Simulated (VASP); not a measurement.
# ScBiTe3S (P4mm) in VASP: notebook, part 3 of 3

VASP 6.6.1.

## (4) Single point, PBE

This run uses another cell than the first one, of 44.65 Å³/atom, 1.575 times its volume.

Input file INCAR:

```
PREC     = Accurate       # precision mode
ENCUT    = 520            # plane-wave cutoff, eV
EDIFF    = 1E-6           # SCF threshold, eV
ISMEAR   = 0              # smearing method
SIGMA    = 0.1            # smearing width, eV
LREAL    = False          # projectors in reciprocal space
LASPH    = True           # aspherical terms in the spheres
NELM     = 100            # most SCF steps
ALGO     = Normal         # electronic algorithm
ISIF     = 2              # what is computed and relaxed
LWAVE    = False          # write WAVECAR
LCHARG   = False          # write CHGCAR
GGA      = PE             # functional
NBANDS   = 34             # bands
```

Input file KPOINTS:

```
regular mesh
0
Gamma
  8 8 4
```

Input file POSCAR:

```
ScBiTe3S
1.0
    5.1868333483      0.0000000000      0.0000000000
    0.0000000000      5.1868333483      0.0000000000
    0.0000000000      0.0000000000      9.9569304658
Sc Bi Te S
1 1 3 1
Direct
    0.0000000000      0.0000000000      0.3457163509
    0.5000000000      0.5000000000      0.2427643938
    0.5000000000      0.0000000000      0.4788627336
    0.0000000000      0.5000000000      0.4788627336
    0.5000000000      0.5000000000      0.9690216377
    0.5000000000      0.5000000000      0.5717646304
```

Potentials or basis: VASP PAW PBE potentials, release 64 (Sc_sv, Bi_d, Te, S).

Run with:

```
> cat potpaw_PBE.64/Sc_sv/POTCAR potpaw_PBE.64/Bi_d/POTCAR potpaw_PBE.64/Te/POTCAR potpaw_PBE.64/S/POTCAR > POTCAR
> mpirun -np 1 vasp_std > vasp.out
```

OUTCAR:

```text
PREC = Accurate
   ENCUT = 520
   EDIFF = 1E-6
   ISMEAR = 0
   LREAL = False
   LASPH = True
   NELM = 100
   ISIF = 2
   GGA = PE

 ion  position               nearest neighbor table
   1  0.000  0.000  0.346-   3 2.91   4 2.91   4 2.91   3 2.91
   2  0.500  0.500  0.243-   5 2.73   6 3.28   3 3.50   4 3.50   3 3.50   4 3.50
   3  0.500  0.000  0.479-   6 2.75   6 2.75   1 2.91   1 2.91   2 3.50   2 3.50   4 3.67   4 3.67
                             4 3.67   4 3.67
   4  0.000  0.500  0.479-   6 2.75   6 2.75   1 2.91   1 2.91   2 3.50   2 3.50   3 3.67   3 3.67
                             3 3.67   3 3.67
[... 1099 lines left out ...]
  Total       -0.0504354     -0.0504354      0.0100350      0.0000000      0.0000000      0.0000000
  in kB       -0.3016589     -0.3016589      0.0600204      0.0000000      0.0000000      0.0000000
  external PRESSURE =      -0.1810992 kB  Pullay stress =       0.0000000 kB

 VOLUME and BASIS-vectors are now :
 -----------------------------------------------------------------------------
  energy-cutoff  :      520.00
  volume of cell :      267.87
      direct lattice vectors                 reciprocal lattice vectors
     5.186833348  0.000000000  0.000000000     0.192795861  0.000000000  0.000000000
     0.000000000  5.186833348  0.000000000     0.000000000  0.192795861  0.000000000
     0.000000000  0.000000000  9.956930466     0.000000000  0.000000000  0.100432558

 POSITION                                       TOTAL-FORCE (eV/Angst)
 -----------------------------------------------------------------------------------
      0.00000      0.00000      3.44227         0.000000      0.000000     -0.018032
      2.59342      2.59342      2.41719         0.000000      0.000000      0.010674
      2.59342      0.00000      4.76800         0.000000      0.000000      0.013996
      0.00000      2.59342      4.76800         0.000000      0.000000      0.013996
      2.59342      2.59342      9.64848        -0.000000     -0.000000     -0.009503
      2.59342      2.59342      5.69302         0.000000      0.000000     -0.011131
 -----------------------------------------------------------------------------------
    total drift:                               -0.000000      0.000000      0.000676

  FREE ENERGIE OF THE ION-ELECTRON SYSTEM (eV)
  ---------------------------------------------------
  free  energy   TOTEN  =       -23.4501437271 eV

  energy  without entropy=      -23.4229957087  energy(sigma->0) =      -23.43656972
```

OSZICAR:

```text
N       E                     dE             d eps       ncg     rms          rms(c)
DAV:   1     0.511176569101E+03    0.51118E+03   -0.20977E+04  3188   0.127E+03
DAV:   2     0.360620279845E+02   -0.47511E+03   -0.46182E+03  3204   0.356E+02
DAV:   3    -0.216526822889E+02   -0.57715E+02   -0.55286E+02  4344   0.132E+02
DAV:   4    -0.255648908162E+02   -0.39122E+01   -0.38463E+01  4360   0.375E+01
DAV:   5    -0.257394379409E+02   -0.17455E+00   -0.17390E+00  4696   0.822E+00    0.130E+01
DAV:   6    -0.236098422195E+02    0.21296E+01   -0.74434E+00  4850   0.177E+01    0.754E+00
DAV:   7    -0.236370086411E+02   -0.27166E-01   -0.38275E+00  4644   0.117E+01    0.487E+00
DAV:   8    -0.234950539456E+02    0.14195E+00   -0.12735E+00  4520   0.728E+00    0.182E+00
DAV:   9    -0.234484498437E+02    0.46604E-01   -0.38698E-01  4446   0.387E+00    0.695E-01
DAV:  10    -0.234490390062E+02   -0.58916E-03   -0.23321E-02  4398   0.943E-01    0.442E-01
DAV:  11    -0.234495157704E+02   -0.47676E-03   -0.66657E-03  4404   0.531E-01    0.196E-01
DAV:  12    -0.234501291646E+02   -0.61339E-03   -0.12904E-03  3806   0.178E-01    0.777E-02
DAV:  13    -0.234500572575E+02    0.71907E-04   -0.87819E-04  4528   0.190E-01    0.418E-02
DAV:  14    -0.234501057857E+02   -0.48528E-04   -0.14321E-04  3924   0.662E-02    0.165E-02
DAV:  15    -0.234501365129E+02   -0.30727E-04   -0.32640E-05  3244   0.222E-02    0.742E-03
DAV:  16    -0.234501428077E+02   -0.62947E-05   -0.84621E-06  3394   0.117E-02    0.429E-03
DAV:  17    -0.234501437271E+02   -0.91942E-06   -0.59142E-07  2608   0.537E-03
   1 F= -.23450144E+02 E0= -.23436570E+02  d E =-.271480E-01
```

Wall time 7.7 min (1 thread of Intel Xeon 6975P-C (Granite Rapids), shared host); peak memory 0.64 GiB.

Results:

```yaml
Free_energy: -23.4501 eV
Pressure: 0.0 GPa
Largest_force: 0.018 eV/Å
Band_gap_on_the_k_mesh: zero (band 25 reaches 2.51 eV, above the bottom of band 26 at 1.99 eV)
```

Forces in eV/Å, atoms in the order of the input:
```
Sc   0.000  0.000 -0.018
Bi   0.000  0.000  0.011
Te   0.000  0.000  0.014
Te   0.000  0.000  0.014
Te   0.000  0.000 -0.010
S    0.000  0.000 -0.011
```

Levels at points of the mesh, in eV from the Fermi level:
| k point | band 21 | band 22 | band 23 | band 24 | band 25 | band 26 | band 27 | band 28 | band 29 | band 30 |
| --- | --- | --- | --- | --- | --- | --- | --- | --- | --- | --- |
| (0.00, 0.00, 0.00) | -2.24 | -1.56 | -1.54 | -1.54 | -0.11 | -0.11 | 0.42 | 0.70 | 1.76 | 1.76 |
| (0.50, 0.00, 0.00) | -1.89 | -1.62 | -1.46 | -0.76 | -0.33 | -0.17 | 0.57 | 0.94 | 0.95 | 1.37 |
| (0.50, 0.50, 0.00) | -1.94 | -1.36 | -0.69 | -0.69 | -0.41 | -0.16 | 0.47 | 0.63 | 0.63 | 1.39 |
| (0.00, 0.00, 0.50) | -2.16 | -1.58 | -1.58 | -1.06 | -0.01 | -0.01 | 0.42 | 0.67 | 1.75 | 1.75 |
| (0.50, 0.00, 0.50) | -1.81 | -1.66 | -1.16 | -0.82 | -0.24 | -0.23 | 0.49 | 0.93 | 0.94 | 1.37 |
| (0.50, 0.50, 0.50) | -1.36 | -1.31 | -0.74 | -0.74 | -0.41 | -0.37 | 0.47 | 0.60 | 0.60 | 1.37 |

Caveat: spin-orbit coupling is left out, which moves the levels of the heavy elements; this functional lacks dispersion, which binds the layers, so the pressure and a relaxed spacing across them are unreliable.

## (5) Summary

| cell | k mesh | gap on the mesh (eV) | pressure (GPa) | largest force (eV/Å) |
| --- | --- | --- | --- | --- |
| a = 4.133, b = 4.133, c = 9.960 Å, 6 atoms | 4 × 4 × 2 | none | 104.3 | 15.17 |
| a = 5.278, b = 5.278, c = 10.210 Å, 6 atoms | 4 × 4 × 2 | none | 0.0 | 0.04 |
| a = 5.187, b = 5.187, c = 9.957 Å, 6 atoms | 8 × 8 × 4 | none | 0.0 | 0.02 |

Alike in all rows: task single point; level PBE; potentials or basis VASP PAW PBE potentials, release 64 (Sc_sv, Bi_d, Te, S); no spin polarisation; cutoff (eV) 520; smearing gaussian 0.1 eV.

Caveats: some runs use coarse meshes; spin-orbit coupling is left out, which moves the levels of the heavy elements; this functional lacks dispersion, which binds the layers, so the pressure and a relaxed spacing across them are unreliable; forces of over 1 eV/Å act on the atoms, so gaps and moduli don't describe the material at rest (some runs).

Total energies depend on the potentials used, so only differences within one code and one set of settings carry meaning.
